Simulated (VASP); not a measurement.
Wanted: the native input for a VASP 6.6.1 run.

- Task: single point
- Functional: PBEsol
- Potentials or basis: VASP PAW PBE potentials, release 64 (Be)
- Cutoff: 520 eV
- k mesh: 24 × 24 × 14
- Occupations: gaussian, width 0.15 eV
- Spin: no spin polarisation
- Dipole correction: no
- Further INCAR settings: ALGO = Fast; EDIFF = 1e-06; NBANDS = 9

The structure of Be lies in POSCAR:

```
Be
1.0
    2.2305169254      0.0000000000      0.0000000000
   -1.1152584627      1.9316843209      0.0000000000
    0.0000000000      0.0000000000      3.5468865000
Be
2
Direct
    0.3333333333      0.6666666667      0.2500000000
    0.6666666667      0.3333333333      0.7500000000
```

This cell differs from its parent crystal: strain -0.030 along x and y, -0.015 along z.

These files were run (other wordings do the same):

INCAR

```
  PREC = Accurate
  ENCUT = 520
  EDIFF = 1E-6
  ISMEAR = 0
  SIGMA = 0.15
  LREAL = F
  LASPH = T
  NELM = 60
  ALGO = Fast
  ISIF = 2
  LWAVE = F
  LCHARG = T
  GGA = PS
  LELF = T
  LVHAR = T
  NBANDS = 9
```

KPOINTS

```
Automatic mesh
0
Gamma
  24 24 14
```

Potentials or basis: VASP PAW PBE potentials, release 64 (Be).

Command:

```sh
$ cat potpaw_PBE.64/Be/POTCAR > POTCAR
$ mpirun -np 1 vasp_std > vasp.out
```

Results of the run:

* Pressure: 3.6 GPa
* Band gap on the k mesh: zero (bands 2 and 3 overlap by 2.04 eV)

Caveat: the cell differs from its parent crystal (strain -0.030 along x and y, -0.015 along z); the cell stands under pressure; the PAW data sets were made with another functional, which shifts forces and pressure a little.

Run time: 31 s on 1 thread of AMD EPYC 9R45 96-Core Processor (Zen 5), on a shared host, peak memory 0.14 GiB.
